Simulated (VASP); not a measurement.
# Ta (R-3m) in VASP: single point with r2SCAN

Aim: the single point of Ta with r2SCAN.

Everything below comes from runs of VASP 6.6.1. Logs are shortened: lines on timing, memory, paths and dates and some standing lists are left out, and cuts for length are marked.

## 1. The cell of the first run

The structure is trigonal, space group R-3m (No. 166). The conventional cell has a = 5.635 Å, b = 5.635 Å, c = 28.548 Å, α = 90.00°, β = 90.00°, γ = 120.00°. Ta (site symmetry m) has 7 Ta at 2.72 to 2.84 Å within 3.6 Å. Within 3.7 Å of Ta (site symmetry m) lie 8 Ta at 2.78 to 2.85 Å.

## 2. Single point, r2SCAN

POSCAR

```
Ta
1.0
    2.8176985080      1.6267989921      9.5158595030
   -2.8176985080      1.6267989921      9.5158595030
    0.0000000000     -3.2535979842      9.5158595030
Ta
12
Direct
    0.0487769273      0.5453583297      0.0487769273
    0.0487769273      0.0487769273      0.5453583297
    0.5453583297      0.0487769273      0.0487769273
    0.9512230727      0.4546416703      0.9512230727
    0.4546416703      0.9512230727      0.9512230727
    0.9512230727      0.9512230727      0.4546416703
    0.2093268501      0.7030037872      0.2093268501
    0.2093268501      0.2093268501      0.7030037872
    0.7030037872      0.2093268501      0.2093268501
    0.7906731499      0.2969962128      0.7906731499
    0.2969962128      0.7906731499      0.7906731499
    0.7906731499      0.7906731499      0.2969962128
```

INCAR.step1

```
  ALGO = Normal
  EDIFF = 1E-5
  ENCUT = 550
  GGA = PE
  GGA_COMPAT = False
  ISMEAR = 0
  KPAR = 4
  LASPH = True
  LCHARG = False
  LREAL = False
  LWAVE = True
  NBANDS = 78
  NELM = 120
  PREC = Accurate
  SIGMA = 0.1
```

INCAR.step2

```
  ALGO = Normal
  EDIFF = 1E-6
  ENCUT = 550
  GGA_COMPAT = False
  ISIF = 2
  ISMEAR = 0
  ISTART = 1
  KPAR = 4
  LASPH = True
  LCHARG = True
  LMIXTAU = True
  LREAL = False
  LVHAR = True
  LWAVE = False
  METAGGA = R2SCAN
  NBANDS = 78
  NELM = 120
  PREC = Accurate
  SIGMA = 0.1
```

KPOINTS

```
k-points
0
Gamma
  6 6 6
```

Potentials or basis: VASP PAW PBE potentials, release 64 (Ta_pv).

Command:

```
$ cat potpaw_PBE.64/Ta_pv/POTCAR > POTCAR
$ cp INCAR.step1 INCAR
$ mpirun -np 4 vasp_std > vasp.out
$ cp INCAR.step2 INCAR
$ mpirun -np 4 vasp_std > vasp.out
```

OUTCAR:

```text
EDIFF = 1E-6
   ENCUT = 550
   ISIF = 2
   ISMEAR = 0
   ISTART = 1
   LASPH = True
   LREAL = False
   METAGGA = R2SCAN
   NELM = 120
   PREC = Accurate

 ion  position               nearest neighbor table
   1  0.049  0.545  0.049-   4 2.72  12 2.78  11 2.78   3 2.80   2 2.80   3 2.84   2 2.84
   2  0.049  0.049  0.545-   6 2.72  10 2.78  11 2.78   3 2.80   1 2.80   1 2.84   3 2.84
   3  0.545  0.049  0.049-   5 2.72  12 2.78  10 2.78   1 2.80   2 2.80   1 2.84   2 2.84
   4  0.951  0.455  0.951-   1 2.72   8 2.78   9 2.78   5 2.80   6 2.80   5 2.84   6 2.84
   5  0.455  0.951  0.951-   3 2.72   8 2.78   7 2.78   4 2.80   6 2.80   4 2.84   6 2.84
   6  0.951  0.951  0.455-   2 2.72   7 2.78   9 2.78   4 2.80   5 2.80   4 2.84   5 2.84
   7  0.209  0.703  0.209-   6 2.78   5 2.78   9 2.78   8 2.78  12 2.84  11 2.84   9 2.85   8 2.85

   8  0.209  0.209  0.703-   4 2.78   5 2.78   7 2.78   9 2.78  10 2.84  11 2.84   7 2.85   9 2.85

   9  0.703  0.209  0.209-   6 2.78   4 2.78   7 2.78   8 2.78  12 2.84  10 2.84   7 2.85   8 2.85

  10  0.791  0.297  0.791-   2 2.78   3 2.78  11 2.78  12 2.78   8 2.84   9 2.84  11 2.85  12 2.85

  11  0.297  0.791  0.791-   2 2.78   1 2.78  10 2.78  12 2.78   8 2.84   7 2.84  10 2.85  12 2.85

  12  0.791  0.791  0.297-   1 2.78   3 2.78  10 2.78  11 2.78   7 2.84   9 2.84  11 2.85  10 2.85

  LATTYP: Found a trigonal (rhomboedric) cell.
 ALAT       =    10.0567132764
 COS(alpha) =     0.8429973788

  Lattice vectors:

 A1 = (   2.8176985080,   1.6267989921,   9.5158595030)
 A2 = (  -2.8176985080,   1.6267989921,   9.5158595030)
 A3 = (   0.0000000000,  -3.2535979842,   9.5158595030)

Analysis of symmetry for initial positions (statically):
=====================================================================
 Subroutine PRICEL returns:
 Original cell was already a primitive cell.

 Routine SETGRP: Setting up the symmetry group for a
 trigonal (rhombohedral) supercell.

 Subroutine GETGRP returns: Found 12 space group operations
 (whereof 12 operations were pure point group operations)
 out of a pool of 12 trial point group operations.

The static configuration has the point symmetry D_3d.

Analysis of symmetry for dynamics (positions and initial velocities):
=====================================================================
 Subroutine PRICEL returns:
 Original cell was already a primitive cell.

 Routine SETGRP: Setting up the symmetry group for a
 trigonal (rhombohedral) supercell.

 Subroutine GETGRP returns: Found 12 space group operations
 (whereof 12 operations were pure point group operations)
 out of a pool of 12 trial point group operations.

The dynamic configuration has the point symmetry D_3d.

 Subroutine INISYM returns: Found 12 space group operations
 (whereof 12 operations are pure point group operations),
 and found     1 'primitive' translations

----------------------------------------------------------------------------------------

                                     Primitive cell

  volume of cell :     261.7144

  direct lattice vectors                    reciprocal lattice vectors
     2.817698508  1.626798992  9.515859503     0.177449787  0.102450682  0.035029241
    -2.817698508  1.626798992  9.515859503    -0.177449787  0.102450682  0.035029241
     0.000000000 -3.253597984  9.515859503     0.000000000 -0.204901365  0.035029241

  length of vectors
    10.056713276 10.056713276 10.056713276     0.207874041  0.207874041  0.207874041

  position of ions in fractional coordinates (direct lattice)
     0.048776927  0.545358330  0.048776927
     0.048776927  0.048776927  0.545358330
     0.545358330  0.048776927  0.048776927
     0.951223073  0.454641670  0.951223073
     0.454641670  0.951223073  0.951223073
     0.951223073  0.951223073  0.454641670
     0.209326850  0.703003787  0.209326850
     0.209326850  0.209326850  0.703003787
     0.703003787  0.209326850  0.209326850
     0.790673150  0.296996213  0.790673150
     0.296996213  0.790673150  0.790673150
     0.790673150  0.790673150  0.296996213

  ion indices of the primitive-cell ions
   primitive index   ion index
                 1           1
                 2           2
                 3           3
                 4           4
                 5           5
                 6           6
                 7           7
                 8           8
                 9           9
                10          10
                11          11
                12          12

----------------------------------------------------------------------------------------

 KPOINTS: k-points

Automatic generation of k-mesh.
 Grid dimensions read from file:
 generate k-points for:    6    6    6

 Generating k-lattice:

  Cartesian coordinates                     Fractional coordinates (reciprocal lattice)
     0.029574964  0.017075114  0.005838207     0.166666667 -0.000000000  0.000000000
    -0.029574964  0.017075114  0.005838207    -0.000000000  0.166666667  0.000000000
     0.000000000 -0.034150227  0.005838207     0.000000000  0.000000000  0.166666667

  Length of vectors
     0.034645673  0.034645673  0.034645673

  Shift w.r.t. Gamma in fractional coordinates (k-lattice)
     0.000000000  0.000000000  0.000000000

 Subroutine IBZKPT returns following result:
 ===========================================

 Found     32 irreducible k-points:

 Following reciprocal coordinates:
            Coordinates               Weight
  0.000000  0.000000  0.000000      1.000000
  0.166667  0.000000 -0.000000      6.000000
  0.333333 -0.000000  0.000000      6.000000
  0.500000  0.000000  0.000000      3.000000
  0.166667  0.166667  0.000000      6.000000
  0.333333  0.166667  0.000000     12.000000
[... 16 lines left out ...]
  0.500000  0.500000  0.166667      6.000000
 -0.333333  0.500000  0.166667     12.000000
 [... further k-points ...]
   k-points           NKPTS =     32   k-points in BZ     NKDIM =     32   number of bands    NBANDS=     78
   number of dos      NEDOS =    301   number of ions     NIONS =     12
   total plane-waves  NPLWV = 512000
   dimension x,y,z NGX =    80 NGY =   80 NGZ =   80
   dimension x,y,z NGXF=   160 NGYF=  160 NGZF=  160
   ions per type =              12
   NGX,Y,Z   is equivalent  to a cutoff of  13.22, 13.22, 13.22 a.u.
   NGXF,Y,Z  is equivalent  to a cutoff of  26.45, 26.45, 26.45 a.u.
 SYSTEM =  unknown system
   PREC   = accura    normal or accurate (medium, high low for compatibility)
   ISTART =      1    job   : 0-new  1-cont  2-samecut
   ICHARG =      0    charge: 1-file 2-atom 10-const
   ISPIN  =      1    spin polarized calculation?
   LNONCOLLINEAR =      F non collinear calculations
   LSORBIT =      F    spin-orbit coupling
   LASPH  =      T    aspherical Exc in radial PAW
   ENCUT  =  550.0 eV  40.42 Ry    6.36 a.u.  19.23 19.23 19.23*2*pi/ulx,y,z
   NELM   =    120;   NELMIN=  2; NELMDL=  0     # of ELM steps
   EDIFF  = 0.1E-05   stopping-criterion for ELM
   LREAL  =      F    real-space projection
   EDIFFG = 0.1E-04   stopping-criterion for IOM
   NSW    =      0    number of steps for IOM
   IBRION =     -1    ionic relax: 0-MD 1-quasi-New 2-CG
   NFREE  =      0    steps in history (QN), initial steepest desc. (CG)
   ISIF   =      2    stress and relaxation
   ISYM   =      2    0-nonsym 1-usesym 2-fastsym
   POTIM  = 0.5000    time-step for ionic-motion
   TEBEG  =    0.0;   TEEND  =   0.0 temperature during run
   PSTRESS=    0.0 pullay stress
   NELECT =     132.0000    total number of electrons
   NUPDOWN=      -1.0000    fix difference up-down
   EMIN   =  10.00;   EMAX   =-10.00  energy-range for DOS
   EFERMI =   0.00;   METHOD = LEGACY
   ISMEAR =     0;   SIGMA  =   0.10  broadening in eV -4-tet -1-fermi 0-gaus
   EFERMI_NEDOS =   21; number of points for ismear=-14 and -15
   IALGO  =     38    algorithm
   IMIX   =      4    mixing-type and parameters
     AMIX     =   0.40;   BMIX     =  1.00
     AMIX_MAG =   1.60;   BMIX_MAG =  1.00
  volume/ion in A,a.u.               =      21.81       147.18
  Fermi-wavevector in a.u.,A,eV,Ry     =   1.303138  2.462573 23.104970  1.698167
  Thomas-Fermi vector in A             =   2.434159
   LORBIT       =      0    0 simple, 1 ext, 2 COOP (PROOUT), +10 PAW based schemes
   METAGGA = R2SCAN    functional components
   LHFCALC =     F    Hartree Fock is set to
   AEXX    =    0.0000 exact exchange contribution
   IVDW    =     0    specifies the selected vdW correction
   LEPSILON=     F    determine dielectric tensor
   LRPA    =     F    only Hartree local field effects (RPA)
 non-spin polarized calculation
 Gauss-broadening in eV      SIGMA  =   0.10
  energy-cutoff  :      550.00
  volume of cell :      261.71
 maximum number of plane-waves:      7683
 NGX is ok and might be reduce to    80
   NGX = 39   NGY = 39   NGZ = 39

 number of electron     132.0000003 magnetization

 Free energy of the ion-electron system (eV)
  ---------------------------------------------------
  ext. energy  EPLUGINS =         0.00000000
  ---------------------------------------------------
  free energy    TOTEN  =      -569.42602478 eV

  energy without entropy =     -569.37180263  energy(sigma->0) =     -569.39891371

 E-fermi :   3.9725     XC(G=0): -12.3259

 val. band max:        3.9670910667   @ k =  -0.1667   0.3333   0.1667
 cond. band min:       3.9830704278   @ k =   0.5000   0.3333   0.1667
 fundamental gap:      0.0159793611
 Fermi energy:         3.9724701785

 k-point     1 :       0.0000    0.0000    0.0000
  band No.  band energies     occupation
      1     -32.0775      2.00000
      2     -32.0681      2.00000
      3     -31.9212      2.00000
      4     -31.8666      2.00000
      5     -31.8047      2.00000
      6     -31.8007      2.00000
[... 70 lines left out ...]
     77       6.9432      0.00000
     78       7.1053      0.00000
[... 1861 lines left out ...]
     77       5.6631      0.00000
     78       5.7957      0.00000

 [... further k-points ...]

------------------------ aborting loop because EDIFF is reached ----------------------------------------

  FORCE on cell =-STRESS in cart. coord.  units (eV):
  Direction    XX          YY          ZZ          XY          YZ          ZX
  --------------------------------------------------------------------------------------
  -------------------------------------------------------------------------------------
  Total        0.6892245      0.6892245      0.6858229      0.0000000      0.0000000     -0.0000000
  in kB        4.2193308      4.2193308      4.1985068      0.0000000      0.0000000     -0.0000000
  external PRESSURE =       4.2123895 kB  Pullay stress =       0.0000000 kB

 VOLUME and BASIS-vectors are now :
 -----------------------------------------------------------------------------
  energy-cutoff  :      550.00
  volume of cell :      261.71
      direct lattice vectors                 reciprocal lattice vectors
     2.817698508  1.626798992  9.515859503     0.177449787  0.102450682  0.035029241
    -2.817698508  1.626798992  9.515859503    -0.177449787  0.102450682  0.035029241
     0.000000000 -3.253597984  9.515859503     0.000000000 -0.204901365  0.035029241

 POSITION                                       TOTAL-FORCE (eV/Angst)
 -----------------------------------------------------------------------------------
     -1.39922      0.80784      6.11786        -0.000126      0.000073      0.004490
      0.00000     -1.61568      6.11786        -0.000000     -0.000145      0.004490
      1.39922      0.80784      6.11786         0.000126      0.000073      0.004490
      1.39922     -0.80784     22.42972         0.000126     -0.000073     -0.004490
     -1.39922     -0.80784     22.42972        -0.000126     -0.000073     -0.004490
      0.00000      1.61568     22.42972        -0.000000      0.000145     -0.004490
     -1.39103      0.80311     10.67354         0.003691     -0.002131     -0.000552
      0.00000     -1.60623     10.67354        -0.000000      0.004262     -0.000552
      1.39103      0.80311     10.67354        -0.003691     -0.002131     -0.000552
      1.39103     -0.80311     17.87404        -0.003691      0.002131      0.000552
     -1.39103     -0.80311     17.87404         0.003691      0.002131      0.000552
      0.00000      1.60623     17.87404        -0.000000     -0.004262      0.000552
 -----------------------------------------------------------------------------------
    total drift:                               -0.000000     -0.000000     -0.000000

  FREE ENERGIE OF THE ION-ELECTRON SYSTEM (eV)
  ---------------------------------------------------
  free  energy   TOTEN  =      -569.4260247817 eV

  energy  without entropy=     -569.3718026305  energy(sigma->0) =     -569.39891371
```

Wall time 49 min (4 MPI ranks of Intel Xeon Platinum 8259CL at 2.50GHz (Skylake/Cascade Lake), shared host); peak memory 1.4 GiB.

Results:

```
Free energy            : -569.4260 eV
Pressure               : 0.4 GPa
Largest force          : 0.004 eV/Å
Band gap on the k mesh : zero (bands 66 and 67 overlap by 1.13 eV)
```

Forces in eV/Å, atoms in the order of the input:
```
Ta   0.000  0.000  0.004
Ta   0.000  0.000  0.004
Ta   0.000  0.000  0.004
Ta   0.000  0.000 -0.004
Ta   0.000  0.000 -0.004
Ta   0.000  0.000 -0.004
Ta   0.004 -0.002 -0.001
Ta   0.000  0.004 -0.001
Ta  -0.004 -0.002 -0.001
Ta  -0.004  0.002  0.001
Ta   0.004  0.002  0.001
Ta   0.000 -0.004  0.001
```

Levels at points of the mesh, in eV from the Fermi level:
```csv
k point,band 64,band 65,band 66,band 67,band 68,band 69
"(0.00, 0.00, 0.00)",-0.74,-0.74,0.15,0.15,0.53,1.62
"(0.50, 0.00, 0.00)",-0.46,-0.41,-0.35,-0.22,0.10,0.20
"(0.50, 0.50, 0.00)",-0.48,-0.44,-0.11,-0.10,-0.04,0.22
"(0.50, 0.50, 0.50)",0.33,0.44,0.91,0.92,0.92,1.08
```

Caveat: the PAW data sets were made with another functional, which shifts forces and pressure a little; spin-orbit coupling is left out, which moves the levels of the heavy elements.
